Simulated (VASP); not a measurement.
# ZnCu (Pmmm) in VASP: a series of runs, part 2 of 3

VASP 6.6.1. Earlier steps stand in the parts before.

## Step 3: Single point, PBEsol (strain +0.0100 x Voigt [1, -1, 0, 0, 0, 0])

Input file INCAR:

```
  PREC = Accurate
  ENCUT = 520
  EDIFF = 1E-7
  ISMEAR = 0
  SIGMA = 0.15
  LREAL = False
  LASPH = True
  NELM = 100
  ALGO = Fast
  ISIF = 2
  LWAVE = False
  LCHARG = True
  GGA = PS
  LELF = True
  LVHAR = True
  NBANDS = 18
```

Input file KPOINTS:

```
regular mesh
0
Gamma
  16 16 16
```

Input file POSCAR:

```
ZnCu
1.0
    2.9744500000      0.0000000000      0.0000000000
    0.0000000000      2.9155500000      0.0000000000
    0.0000000000      0.0000000000      2.9450000000
Zn Cu
1 1
Direct
    0.5000000000      0.5000000000      0.5000000000
    0.0000000000      0.0000000000      0.0000000000
```

Potentials or basis: VASP PAW PBE potentials, release 64 (Zn, Cu).

Command:

```bash
cat potpaw_PBE.64/Zn/POTCAR potpaw_PBE.64/Cu/POTCAR > POTCAR
mpirun -np 1 vasp_std > vasp.out
```

OUTCAR:

```text
PREC = Accurate
   ENCUT = 520
   EDIFF = 1E-7
   ISMEAR = 0
   LREAL = False
   LASPH = True
   NELM = 100
   ISIF = 2
   GGA = PS

 ion  position               nearest neighbor table
   1  0.500  0.500  0.500-   2 2.55   2 2.55   2 2.55   2 2.55   2 2.55   2 2.55   2 2.55   2 2.55

   2  0.000  0.000  0.000-   1 2.55   1 2.55   1 2.55   1 2.55   1 2.55   1 2.55   1 2.55   1 2.55

  LATTYP: Found a simple orthorhombic cell.
 ALAT       =     2.9155500000
 B/A-ratio  =     1.0101010101
 C/A-ratio  =     1.0202020202

  Lattice vectors:

 A1 = (   0.0000000000,   2.9155500000,   0.0000000000)
 A2 = (   0.0000000000,   0.0000000000,   2.9450000000)
 A3 = (   2.9744500000,   0.0000000000,   0.0000000000)

Analysis of symmetry for initial positions (statically):
=====================================================================
 Subroutine PRICEL returns:
 Original cell was already a primitive cell.

 Routine SETGRP: Setting up the symmetry group for a
 simple orthorhombic supercell.

 Subroutine GETGRP returns: Found  8 space group operations
 (whereof  8 operations were pure point group operations)
 out of a pool of  8 trial point group operations.

The static configuration has the point symmetry D_2h.

Analysis of symmetry for dynamics (positions and initial velocities):
=====================================================================
 Subroutine PRICEL returns:
 Original cell was already a primitive cell.

 Routine SETGRP: Setting up the symmetry group for a
 simple orthorhombic supercell.

 Subroutine GETGRP returns: Found  8 space group operations
 (whereof  8 operations were pure point group operations)
 out of a pool of  8 trial point group operations.

The dynamic configuration has the point symmetry D_2h.

 Subroutine INISYM returns: Found  8 space group operations
 (whereof  8 operations are pure point group operations),
 and found     1 'primitive' translations

----------------------------------------------------------------------------------------

                                     Primitive cell

  volume of cell :      25.5395

  direct lattice vectors                    reciprocal lattice vectors
     2.974450000  0.000000000  0.000000000     0.336196608  0.000000000  0.000000000
     0.000000000  2.915550000  0.000000000     0.000000000  0.342988458  0.000000000
     0.000000000  0.000000000  2.945000000     0.000000000  0.000000000  0.339558574

  length of vectors
     2.974450000  2.915550000  2.945000000     0.336196608  0.342988458  0.339558574

  position of ions in fractional coordinates (direct lattice)
     0.500000000  0.500000000  0.500000000
     0.000000000  0.000000000  0.000000000

  ion indices of the primitive-cell ions
   primitive index   ion index
                 1           1
                 2           2

----------------------------------------------------------------------------------------

 KPOINTS: regular mesh

Automatic generation of k-mesh.
 Grid dimensions read from file:
 generate k-points for:   16   16   16

 Generating k-lattice:

  Cartesian coordinates                     Fractional coordinates (reciprocal lattice)
     0.021012288  0.000000000  0.000000000     0.062500000  0.000000000  0.000000000
     0.000000000  0.021436779  0.000000000     0.000000000  0.062500000  0.000000000
     0.000000000  0.000000000  0.021222411     0.000000000  0.000000000  0.062500000

  Length of vectors
     0.021012288  0.021436779  0.021222411

  Shift w.r.t. Gamma in fractional coordinates (k-lattice)
     0.000000000  0.000000000  0.000000000

 Subroutine IBZKPT returns following result:
 ===========================================

 Found    729 irreducible k-points:

 Following reciprocal coordinates:
            Coordinates               Weight
  0.000000  0.000000  0.000000      1.000000
  0.062500  0.000000  0.000000      2.000000
  0.125000  0.000000  0.000000      2.000000
  0.187500  0.000000  0.000000      2.000000
  0.250000  0.000000  0.000000      2.000000
  0.312500  0.000000  0.000000      2.000000
[... 16 lines left out ...]
  0.250000  0.125000  0.000000      4.000000
  0.312500  0.125000  0.000000      4.000000
 [... further k-points ...]
   k-points           NKPTS =    729   k-points in BZ     NKDIM =    729   number of bands    NBANDS=     18
   number of dos      NEDOS =    301   number of ions     NIONS =      2
   total plane-waves  NPLWV =  13824
   dimension x,y,z NGX =    24 NGY =   24 NGZ =   24
   dimension x,y,z NGXF=    48 NGYF=   48 NGZF=   48
   ions per type =               1   1
   NGX,Y,Z   is equivalent  to a cutoff of  13.41, 13.68, 13.55 a.u.
   NGXF,Y,Z  is equivalent  to a cutoff of  26.83, 27.37, 27.10 a.u.
 SYSTEM =  unknown system
   PREC   = accura    normal or accurate (medium, high low for compatibility)
   ISTART =      0    job   : 0-new  1-cont  2-samecut
   ICHARG =      2    charge: 1-file 2-atom 10-const
   ISPIN  =      1    spin polarized calculation?
   LNONCOLLINEAR =      F non collinear calculations
   LSORBIT =      F    spin-orbit coupling
   LASPH  =      T    aspherical Exc in radial PAW
   ENCUT  =  520.0 eV  38.22 Ry    6.18 a.u.   5.53  5.42  5.48*2*pi/ulx,y,z
   NELM   =    100;   NELMIN=  2; NELMDL= -5     # of ELM steps
   EDIFF  = 0.1E-06   stopping-criterion for ELM
   LREAL  =      F    real-space projection
   EDIFFG = 0.1E-05   stopping-criterion for IOM
   NSW    =      0    number of steps for IOM
   IBRION =     -1    ionic relax: 0-MD 1-quasi-New 2-CG
   NFREE  =      0    steps in history (QN), initial steepest desc. (CG)
   ISIF   =      2    stress and relaxation
   ISYM   =      2    0-nonsym 1-usesym 2-fastsym
   POTIM  = 0.5000    time-step for ionic-motion
   TEBEG  =    0.0;   TEEND  =   0.0 temperature during run
   PSTRESS=    0.0 pullay stress
   NELECT =      23.0000    total number of electrons
   NUPDOWN=      -1.0000    fix difference up-down
   EMIN   =  10.00;   EMAX   =-10.00  energy-range for DOS
   EFERMI =   0.00;   METHOD = LEGACY
   ISMEAR =     0;   SIGMA  =   0.15  broadening in eV -4-tet -1-fermi 0-gaus
   EFERMI_NEDOS =   21; number of points for ismear=-14 and -15
   IALGO  =     68    algorithm
   IMIX   =      4    mixing-type and parameters
     AMIX     =   0.40;   BMIX     =  1.00
     AMIX_MAG =   1.60;   BMIX_MAG =  1.00
  volume/ion in A,a.u.               =      12.77        86.17
  Fermi-wavevector in a.u.,A,eV,Ry     =   1.580932  2.987529 34.005682  2.499347
  Thomas-Fermi vector in A             =   2.681085
   LORBIT       =      0    0 simple, 1 ext, 2 COOP (PROOUT), +10 PAW based schemes
   GGA     = PS    functional components
   LHFCALC =     F    Hartree Fock is set to
   AEXX    =    0.0000 exact exchange contribution
   IVDW    =     0    specifies the selected vdW correction
   LEPSILON=     F    determine dielectric tensor
   LRPA    =     F    only Hartree local field effects (RPA)
 non-spin polarized calculation
 RMM-DIIS sequential band-by-band and
 Gauss-broadening in eV      SIGMA  =   0.15
  energy-cutoff  :      520.00
  volume of cell :       25.54
 maximum number of plane-waves:       719
 NGX is ok and might be reduce to    24
   NGX = 11   NGY = 11   NGZ = 11

 number of electron      22.9999999 magnetization

 Free energy of the ion-electron system (eV)
  ---------------------------------------------------
  ext. energy  EPLUGINS =         0.00000000
  ---------------------------------------------------
  free energy    TOTEN  =        -6.08662602 eV

  energy without entropy =       -6.08020655  energy(sigma->0) =       -6.08341628

 E-fermi :   5.3524     XC(G=0): -12.5662

 val. band max:        5.3467197944   @ k =   0.3125   0.3750   0.1250
 cond. band min:       5.3529797935   @ k =   0.4375   0.4375   0.3125
 fundamental gap:      0.0062599991
 Fermi energy:         5.3523583615

 k-point     1 :       0.0000    0.0000    0.0000
  band No.  band energies     occupation
      1      -5.0025      2.00000
      2      -2.4608      2.00000
      3      -2.4518      2.00000
      4      -1.7704      2.00000
      5      -1.7567      2.00000
      6      -1.7440      2.00000
[... 10 lines left out ...]
     17      17.7157      0.00000
     18      28.6204      0.00000
[... 463 lines left out ...]
 k-point    24 :       0.3125    0.1250    0.0000
  band No.  band energies     occupation
      1      -3.1788      2.00000
      2      -2.2730      2.00000
      3      -2.1075      2.00000
      4      -1.8831      2.00000
      5      -1.7855      2.00000
      6      -1.7327      2.00000
[... 10 lines left out ...]
     17      21.2363      0.00000
     18      21.7379      0.00000

 [... further k-points ...]

------------------------ aborting loop because EDIFF is reached ----------------------------------------

  FORCE on cell =-STRESS in cart. coord.  units (eV):
  Direction    XX          YY          ZZ          XY          YZ          ZX
  --------------------------------------------------------------------------------------
  -------------------------------------------------------------------------------------
  Total       -0.6379369     -0.6457433     -0.6330438      0.0000000      0.0000000      0.0000000
  in kB      -40.0198856    -40.5096040    -39.7129264      0.0000000      0.0000000      0.0000000
  external PRESSURE =     -40.0808053 kB  Pullay stress =       0.0000000 kB

 VOLUME and BASIS-vectors are now :
 -----------------------------------------------------------------------------
  energy-cutoff  :      520.00
  volume of cell :       25.54
      direct lattice vectors                 reciprocal lattice vectors
     2.974450000  0.000000000  0.000000000     0.336196608  0.000000000  0.000000000
     0.000000000  2.915550000  0.000000000     0.000000000  0.342988458  0.000000000
     0.000000000  0.000000000  2.945000000     0.000000000  0.000000000  0.339558574

 POSITION                                       TOTAL-FORCE (eV/Angst)
 -----------------------------------------------------------------------------------
      1.48723      1.45778      1.47250         0.000000      0.000000      0.000000
      0.00000      0.00000      0.00000         0.000000      0.000000      0.000000
 -----------------------------------------------------------------------------------
    total drift:                                0.000000      0.000000     -0.000000

  FREE ENERGIE OF THE ION-ELECTRON SYSTEM (eV)
  ---------------------------------------------------
  free  energy   TOTEN  =        -6.0866260152 eV

  energy  without entropy=       -6.0802065476  energy(sigma->0) =       -6.08341628
```

stdout:

```text
POSCAR found type information on POSCAR ZnCu
 POSCAR found :  2 types and       2 ions
 scaLAPACK will be used
 -----------------------------------------------------------------------------
|                                                                             |
|                                                                             |
|     You enforced a specific xc type in the INCAR file but a different       |
|     I HOPE YOU KNOW WHAT YOU ARE DOING!                                     |
|                                                                             |
 -----------------------------------------------------------------------------

 LDA part: xc-table for (Slater+PW92), standard interpolation
 POSCAR, INCAR and KPOINTS ok, starting setup
 FFT: planning ... GRIDC
 FFT: planning ... GRID_SOFT
 FFT: planning ... GRID
 WAVECAR not read
 entering main loop
WARNING in EDDRMM: call to ZHEGV failed, returncode =   8  4     15
WARNING in EDDRMM: call to ZHEGV failed, returncode =   6  3     17
WARNING in EDDRMM: call to ZHEGV failed, returncode =   6  3     16
WARNING in EDDRMM: call to ZHEGV failed, returncode =   8  4     16
WARNING in EDDRMM: call to ZHEGV failed, returncode =   8  4     17
 num prob RMM:  19    -0.608662601515E+01    0.51957E-07   -0.81082E-08 20405   0.338E-03
```

Run time: 5.4 min. Hardware: 1 thread of Intel Xeon 6975P-C (Granite Rapids), shared host; peak memory 0.43 GiB.

Results:

```
Free energy            : -6.0866 eV
Pressure               : -4.0 GPa
Band gap on the k mesh : zero (an odd number of electrons rules out a gap without spin polarisation)
```

Caveat: the cell differs from its parent crystal (strain +0.0100 x Voigt [1, -1, 0, 0, 0, 0]); the cell stands under tension; the PAW data sets were made with another functional, which shifts forces and pressure a little.

(Part 2 of 3 ends here.)
